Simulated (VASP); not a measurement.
## InP: single point with PBEsol

The system is InP.

```
In P
1.0
     0.00000    2.86449    2.86449
     2.86449    0.00000    2.86449
     2.86449    2.86449    0.00000
In P
1 1
Direct
  0.00000 0.00000 0.00000
  0.50000 0.50000 0.50000
```

This cell differs from its parent crystal: volume scaled by 1.01.

| Property | Result |
| --- | --- |
| Program | VASP 6.6.1 |
| Task | single point |
| Functional | PBEsol |
| Potentials or basis | VASP PAW PBE potentials, release 64 (In_d, P) |
| Cutoff | 520 eV |
| k mesh | 11 × 11 × 11 |
| Occupations | fermi-dirac, width 0.03 eV |
| Spin | no spin polarisation |
| Dipole correction | no |
| Further INCAR settings | ALGO = Normal; EDIFF = 1e-07; NBANDS = 16 |

```json
{
  "Pressure": "-8.6 GPa",
  "Band gap on the k mesh": "zero (band 9 reaches 6.04 eV, above the bottom of band 10 at 3.74 eV)"
}
```

Levels at points of the mesh, in eV from the Fermi level:
```tsv
k point	band 7	band 8	band 9	band 10	band 11	band 12
(0.00, 0.00, 0.00)	-0.26	-0.18	-0.18	-0.18	7.06	7.06
```

Run time: 38 s on 1 thread of Intel(R) Xeon(R) Platinum 8259CL CPU @ 2.50GHz (Skylake/Cascade Lake) (shared host), peak memory 0.19 GiB.

Caveat: the PAW data sets were made with another functional, which shifts forces and pressure a little; spin-orbit coupling is left out, which moves the levels of the heavy elements.
